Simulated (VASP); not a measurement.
# Ta12Mo3W5 (P1) in VASP: single point with PBE

Aim: the single point of Ta12Mo3W5 with PBE.

Program: VASP 6.6.1. These are calculated values, not measurements. Logs are shortened: lines on timing, memory, paths and dates and some standing lists are left out, and cuts for length are marked.

### Step 1. The cell of the first run

The typed cell holds 20 atoms: a = 7.029 Å, b = 7.036 Å, c = 8.490 Å, α = 102.77°, β = 117.93°, γ = 99.78°.

### Step 2. Single point, PBE

The input, INCAR:

```
ALGO = Fast
EDIFF = 1E-6
ENCUT = 520
GGA = PE
ISIF = 2
ISMEAR = 0
ISYM = 0
LASPH = T
LCHARG = F
LREAL = Auto
LWAVE = F
NBANDS = 138
NELM = 80
PREC = Accurate
SIGMA = 0.1
```

The input, KPOINTS:

```
Automatic mesh
0
Gamma
  2 2 2
  0.5 0.5 0.5
```

The input, POSCAR:

```
Ta12Mo3W5
1.0
   -4.8805830678      4.5272162309      2.2552105493
    4.8869241287      4.5339486244     -2.2496521537
   -1.7016655563     -4.5363364896     -6.9718047318
Mo Ta W
3 12 5
Direct
    0.2445159044      0.7497317086      0.4934531172
    0.8037974500      0.5992357783      0.3983541901
    0.8977435430      0.3019455382      0.1962417404
    0.0990992847      0.6970942246      0.7999677642
    0.5469722723      0.8502126397      0.8917602669
    0.1557859336      0.0517552684      0.7003816497
    0.1995218443      0.3968220196      0.5903009326
    0.6524714417      0.5479606799      0.7042598497
    0.6936879897      0.8957483453      0.5920316618
    0.3462825560      0.4521015095      0.2966009965
    1.0010017046      0.0060958282      0.0038084923
    0.7495033354      0.2547972238      0.5006441041
    0.8503167591      0.9473095873      0.2974586379
    0.4549001534      0.1471924182      0.1002965195
    0.5017915392      0.5014726343      1.0030023628
    0.0460471705      0.3509747621      0.8985531376
    0.6049195309      0.2022230313      0.8010052415
    0.3036023985      0.0955021549      0.4012635106
    0.3955984495      0.8015834244      0.1982257686
    0.9582630543      0.6470991090      0.1031561738
```

Potentials or basis: VASP PAW PBE potentials, release 64 (Mo_sv, Ta_pv, W_sv).

Started as:

```bash
cat potpaw_PBE.64/Mo_sv/POTCAR potpaw_PBE.64/Ta_pv/POTCAR potpaw_PBE.64/W_sv/POTCAR > POTCAR
mpirun -np 1 vasp_std > vasp.out
```

OUTCAR:

```text
EDIFF = 1E-6
   ENCUT = 520
   GGA = PE
   ISIF = 2
   ISMEAR = 0
   ISYM = 0
   LASPH = T
   LREAL = Auto
   NELM = 80
   PREC = Accurate

 ion  position               nearest neighbor table
   1  0.245  0.750  0.493-  18 2.74   2 2.74  20 2.78   9 2.79  10 2.79   6 2.80   7 2.80   5 2.86
                            19 3.21   3 3.22  13 3.22   4 3.28  17 3.28   8 3.34
   2  0.804  0.599  0.398-   1 2.74  12 2.77   3 2.77  13 2.78   9 2.81  10 2.83  15 2.84   4 2.87
                            20 3.22  14 3.24   7 3.25   6 3.26   8 3.30  19 3.32
   3  0.898  0.302  0.196-  20 2.74  14 2.76  11 2.77   2 2.77  10 2.78  17 2.83  13 2.83   7 2.83
                            16 3.21   1 3.22  15 3.24   5 3.26  12 3.26  18 3.34
   4  0.099  0.697  0.800-  16 2.77   8 2.78   5 2.80   6 2.83  19 2.85   7 2.86  11 2.86   2 2.87
                            12 3.20  20 3.22  14 3.25  15 3.27   1 3.28   9 3.30
   5  0.547  0.850  0.892-  17 2.77   8 2.78  11 2.79  14 2.80   4 2.80  15 2.84   1 2.86  13 2.91
                             9 3.22   6 3.22   7 3.25   3 3.26  19 3.30  20 3.36
   6  0.156  0.052  0.700-  17 2.78   1 2.80   7 2.81   4 2.83  16 2.84   9 2.85  14 2.87  13 2.89
                            18 3.21   5 3.22  15 3.24   2 3.26  11 3.29  12 3.32
   7  0.200  0.397  0.590-   8 2.78  18 2.78   1 2.80   6 2.81  12 2.81   3 2.83   4 2.86  15 2.95
                            10 3.18  13 3.22   2 3.25   5 3.25  17 3.29  16 3.32
   8  0.652  0.548  0.704-  17 2.75   7 2.78  12 2.78   4 2.78   5 2.78   9 2.83  20 2.86  10 2.93
                            16 3.21  15 3.23  18 3.25  11 3.27   2 3.30   1 3.34
   9  0.694  0.896  0.592-   1 2.79   2 2.81  12 2.82  17 2.83  19 2.83   8 2.83   6 2.85  11 2.94
                            10 3.20  18 3.20   5 3.22  13 3.23  16 3.28   4 3.30
  10  0.346  0.452  0.297-   3 2.78  19 2.78   1 2.79   2 2.83  16 2.85  14 2.85  18 2.86   8 2.93
                            20 3.18   7 3.18   9 3.20  11 3.20  15 3.21  12 3.28
  11  0.001  0.006  0.004-   3 2.77  16 2.78   5 2.79  14 2.82  20 2.85   4 2.86  18 2.86   9 2.94
                            10 3.20  13 3.21  17 3.24  19 3.26   8 3.27   6 3.29
  12  0.750  0.255  0.501-   2 2.77  18 2.78   8 2.78   7 2.81   9 2.82  16 2.85  14 2.85  13 2.86
                             4 3.20  17 3.22  19 3.26   3 3.26  10 3.28   6 3.32
  13  0.850  0.947  0.297-   2 2.78  18 2.80  20 2.82  19 2.82   3 2.83  12 2.86   6 2.89   5 2.91
                            15 3.21  11 3.21   7 3.22   1 3.22   9 3.23  14 3.24
  14  0.455  0.147  0.100-   3 2.76  19 2.77   5 2.80  15 2.81  11 2.82  10 2.85  12 2.85   6 2.87
                             2 3.24  13 3.24  17 3.24   4 3.25  18 3.26  16 3.33
  15  0.502  0.501  0.003-  14 2.81  19 2.81  16 2.82  17 2.83  20 2.83   5 2.84   2 2.84   7 2.95
                            13 3.21  10 3.21   8 3.23   6 3.24   3 3.24   4 3.27
  16  0.046  0.351  0.899-  17 2.74  20 2.75   4 2.77  11 2.78  15 2.82   6 2.84  10 2.85  12 2.85
                             3 3.21   8 3.21  19 3.24   9 3.28   7 3.32  14 3.33
  17  0.605  0.202  0.801-  16 2.74   8 2.75   5 2.77   6 2.78   3 2.83  15 2.83   9 2.83  18 2.86
                            20 3.22  12 3.22  11 3.24  14 3.24   1 3.28   7 3.29
  18  0.304  0.096  0.401-   1 2.74  19 2.75  12 2.78   7 2.78  13 2.80  10 2.86  17 2.86  11 2.86
                             9 3.20   6 3.21  20 3.22   8 3.25  14 3.26   3 3.34
  19  0.396  0.802  0.198-  20 2.73  18 2.75  14 2.77  10 2.78  15 2.81  13 2.82   9 2.83   4 2.85
                             1 3.21  16 3.24  11 3.26  12 3.26   5 3.30   2 3.32
  20  0.958  0.647  0.103-  19 2.73   3 2.74  16 2.75   1 2.78  13 2.82  15 2.83  11 2.85   8 2.86
                            10 3.18  18 3.22   2 3.22  17 3.22   4 3.22   5 3.36

IMPORTANT INFORMATION: All symmetrisations will be switched off!
NOSYMM: (Re-)initialisation of all symmetry stuff for point group C_1.

----------------------------------------------------------------------------------------

                                     Primitive cell

  volume of cell :     343.0621

  direct lattice vectors                    reciprocal lattice vectors
    -4.880583068  4.527216231  2.255210549    -0.121887500  0.110472229 -0.042130761
     4.886924129  4.533948624 -2.249652154     0.062182540  0.110370935 -0.086992337
    -1.701665556 -4.536336490 -6.971804732    -0.059492639  0.000120761 -0.128992603

  length of vectors
     7.028638026  7.035598935  8.489998565     0.169810710  0.153675236  0.142050978

  position of ions in fractional coordinates (direct lattice)
     0.244515904  0.749731709  0.493453117
     0.803797450  0.599235778  0.398354190
     0.897743543  0.301945538  0.196241740
     0.099099285  0.697094225  0.799967764
     0.546972272  0.850212640  0.891760267
     0.155785934  0.051755268  0.700381650
[... 12 lines left out ...]
     0.395598449  0.801583424  0.198225769
     0.958263054  0.647099109  0.103156174

  ion indices of the primitive-cell ions
   primitive index   ion index
                 1           1
                 2           2
                 3           3
                 4           4
                 5           5
                 6           6
[... 12 lines left out ...]
                19          19
                20          20

----------------------------------------------------------------------------------------

 KPOINTS: Automatic mesh

Automatic generation of k-mesh.
 Grid dimensions read from file:
 generate k-points for:    2    2    2

 Generating k-lattice:

  Cartesian coordinates                     Fractional coordinates (reciprocal lattice)
    -0.060943750  0.055236114 -0.021065381     0.500000000  0.000000000  0.000000000
     0.031091270  0.055185467 -0.043496168    -0.000000000  0.500000000  0.000000000
    -0.029746319  0.000060381 -0.064496301    -0.000000000  0.000000000  0.500000000

  Length of vectors
     0.084905355  0.076837618  0.071025489

  Shift w.r.t. Gamma in fractional coordinates (k-lattice)
     0.500000000  0.500000000  0.500000000

 Subroutine IBZKPT returns following result:
 ===========================================

 Found      4 irreducible k-points:

 Following reciprocal coordinates:
            Coordinates               Weight
  0.250000  0.250000  0.250000      2.000000
 -0.250000  0.250000  0.250000      2.000000
  0.250000 -0.250000  0.250000      2.000000
 -0.250000 -0.250000  0.250000      2.000000
   k-points           NKPTS =      4   k-points in BZ     NKDIM =      4   number of bands    NBANDS=    138
   number of dos      NEDOS =    301   number of ions     NIONS =     20
   total plane-waves  NPLWV = 186624
   dimension x,y,z NGX =    54 NGY =   54 NGZ =   64
   dimension x,y,z NGXF=   108 NGYF=  108 NGZF=  128
   ions per type =               3  12   5
   NGX,Y,Z   is equivalent  to a cutoff of  12.77, 12.76, 12.53 a.u.
   NGXF,Y,Z  is equivalent  to a cutoff of  25.54, 25.52, 25.06 a.u.
 SYSTEM =  unknown system
   PREC   = accura    normal or accurate (medium, high low for compatibility)
   ISTART =      0    job   : 0-new  1-cont  2-samecut
   ICHARG =      2    charge: 1-file 2-atom 10-const
   ISPIN  =      1    spin polarized calculation?
   LNONCOLLINEAR =      F non collinear calculations
   LSORBIT =      F    spin-orbit coupling
   LASPH  =      T    aspherical Exc in radial PAW
   ENCUT  =  520.0 eV  38.22 Ry    6.18 a.u.  13.07 13.08 15.79*2*pi/ulx,y,z
   NELM   =     80;   NELMIN=  2; NELMDL= -5     # of ELM steps
   EDIFF  = 0.1E-05   stopping-criterion for ELM
   LREAL  =      T    real-space projection
   EDIFFG = 0.1E-04   stopping-criterion for IOM
   NSW    =      0    number of steps for IOM
   IBRION =     -1    ionic relax: 0-MD 1-quasi-New 2-CG
   NFREE  =      0    steps in history (QN), initial steepest desc. (CG)
   ISIF   =      2    stress and relaxation
   ISYM   =      0    0-nonsym 1-usesym 2-fastsym
   POTIM  = 0.5000    time-step for ionic-motion
   TEBEG  =    0.0;   TEEND  =   0.0 temperature during run
   PSTRESS=    0.0 pullay stress
   NELECT =     244.0000    total number of electrons
   NUPDOWN=      -1.0000    fix difference up-down
   EMIN   =  10.00;   EMAX   =-10.00  energy-range for DOS
   EFERMI =   0.00;   METHOD = LEGACY
   ISMEAR =     0;   SIGMA  =   0.10  broadening in eV -4-tet -1-fermi 0-gaus
   EFERMI_NEDOS =   21; number of points for ismear=-14 and -15
   IALGO  =     68    algorithm
   IMIX   =      4    mixing-type and parameters
     AMIX     =   0.40;   BMIX     =  1.00
     AMIX_MAG =   1.60;   BMIX_MAG =  1.00
  volume/ion in A,a.u.               =      17.15       115.75
  Fermi-wavevector in a.u.,A,eV,Ry     =   1.461326  2.761506 29.054893  2.135474
  Thomas-Fermi vector in A             =   2.577671
   LORBIT       =      0    0 simple, 1 ext, 2 COOP (PROOUT), +10 PAW based schemes
   GGA     = PE    functional components
   LHFCALC =     F    Hartree Fock is set to
   AEXX    =    0.0000 exact exchange contribution
   IVDW    =     0    specifies the selected vdW correction
   LEPSILON=     F    determine dielectric tensor
   LRPA    =     F    only Hartree local field effects (RPA)
 non-spin polarized calculation
 RMM-DIIS sequential band-by-band and
 Gauss-broadening in eV      SIGMA  =   0.10
  energy-cutoff  :      520.00
  volume of cell :      343.06
 maximum number of plane-waves:      9248
 NGX is ok and might be reduce to    54
   NGX = 27   NGY = 27   NGZ = 31

 number of electron     244.0000001 magnetization

 Free energy of the ion-electron system (eV)
  ---------------------------------------------------
  ext. energy  EPLUGINS =         0.00000000
  ---------------------------------------------------
  free energy    TOTEN  =      -240.70425749 eV

  energy without entropy =     -240.61312404  energy(sigma->0) =     -240.65869076

 E-fermi :   7.7201     XC(G=0): -12.9444

 val. band max:        7.6891409293   @ k =  -0.2500   0.2500   0.2500
 cond. band min:       7.7463453616   @ k =   0.2500  -0.2500   0.2500
 fundamental gap:      0.0572044322
 Fermi energy:         7.7201222228

 k-point     1 :       0.2500    0.2500    0.2500
  band No.  band energies     occupation
      1     -65.8385      2.00000
      2     -65.7562      2.00000
      3     -65.7148      2.00000
      4     -65.6534      2.00000
      5     -65.6498      2.00000
      6     -52.7379      2.00000
[... 537 lines left out ...]
    133       9.5952      0.00000
    134       9.7597      0.00000
 [bands above 134 left out]

------------------------ aborting loop because EDIFF is reached ----------------------------------------

  FORCE on cell =-STRESS in cart. coord.  units (eV):
  Direction    XX          YY          ZZ          XY          YZ          ZX
  --------------------------------------------------------------------------------------
  -------------------------------------------------------------------------------------
  Total        0.1062275      1.0130543      0.9855427     -0.1219431      0.0542975      0.0439482
  in kB        0.4961065      4.7311918      4.6027063     -0.5695018      0.2535815      0.2052478
  external PRESSURE =       3.2766682 kB  Pullay stress =       0.0000000 kB

 VOLUME and BASIS-vectors are now :
 -----------------------------------------------------------------------------
  energy-cutoff  :      520.00
  volume of cell :      343.06
      direct lattice vectors                 reciprocal lattice vectors
    -4.880583068  4.527216231  2.255210549    -0.121887500  0.110472229 -0.042130761
     4.886924129  4.533948624 -2.249652154     0.062182540  0.110370935 -0.086992337
    -1.701665556 -4.536336490 -6.971804732    -0.059492639  0.000120761 -0.128992603

 POSITION                                       TOTAL-FORCE (eV/Angst)
 -----------------------------------------------------------------------------------
      1.63081      2.26775     -4.57546         0.012865      0.006317     -0.027397
     -1.67245      4.54880     -2.31259        -0.003160      0.004103     -0.003125
     -3.23986      4.54307     -0.02283        -0.000744     -0.002912      0.005139
      1.56171     -0.01969     -6.92195         0.006288      0.011754     -0.001845
     -0.03210      2.28576     -6.89632        -0.019595     -0.008308      0.012130
     -1.69922     -2.23723     -4.64803         0.003225      0.006800     -0.002890
[... 12 lines left out ...]
      1.64921      4.52608     -2.29312        -0.014470      0.015315      0.014938
     -1.69010      6.80423     -0.01385         0.006107     -0.013953      0.019950
 -----------------------------------------------------------------------------------
    total drift:                                0.000493      0.004201     -0.001958

  FREE ENERGIE OF THE ION-ELECTRON SYSTEM (eV)
  ---------------------------------------------------
  free  energy   TOTEN  =      -240.7042574856 eV

  energy  without entropy=     -240.6131240431  energy(sigma->0) =     -240.65869076
```

Run time: 13 min. Hardware: 1 thread of AMD EPYC 7R13, shared host; peak memory 0.48 GiB.

Results:

```yaml
Free_energy: -240.7043 eV
Pressure: 0.3 GPa
Largest_force: 0.031 eV/Å
Band_gap_on_the_k_mesh: zero (bands 122 and 123 overlap by 0.42 eV)
```

Forces in eV/Å, atoms in the order of the input:
```
Mo   0.013  0.006 -0.027
Mo  -0.003  0.004 -0.003
Mo  -0.001 -0.003  0.005
Ta   0.006  0.012 -0.002
Ta  -0.020 -0.008  0.012
Ta   0.003  0.007 -0.003
Ta   0.002 -0.006 -0.003
Ta   0.018  0.004 -0.010
Ta  -0.015 -0.003 -0.006
Ta  -0.016 -0.009  0.005
Ta   0.004 -0.006  0.009
Ta  -0.002 -0.011 -0.015
Ta   0.012  0.005 -0.015
Ta  -0.003  0.005  0.014
Ta  -0.001  0.010  0.001
W   -0.007  0.006  0.008
W    0.010 -0.012 -0.002
W    0.006 -0.002 -0.004
W   -0.014  0.015  0.015
W    0.006 -0.014  0.020
```

Stress tensor (GPa, compression positive):
```
 0.05 -0.06  0.02
-0.06  0.47  0.03
 0.02  0.03  0.46
```

Caveat: the k points lie up to 0.48 Å⁻¹ apart; spin-orbit coupling is left out, which moves the levels of the heavy elements.

The gap in the log of VASP goes by the Fermi energy; the results here count the filled bands.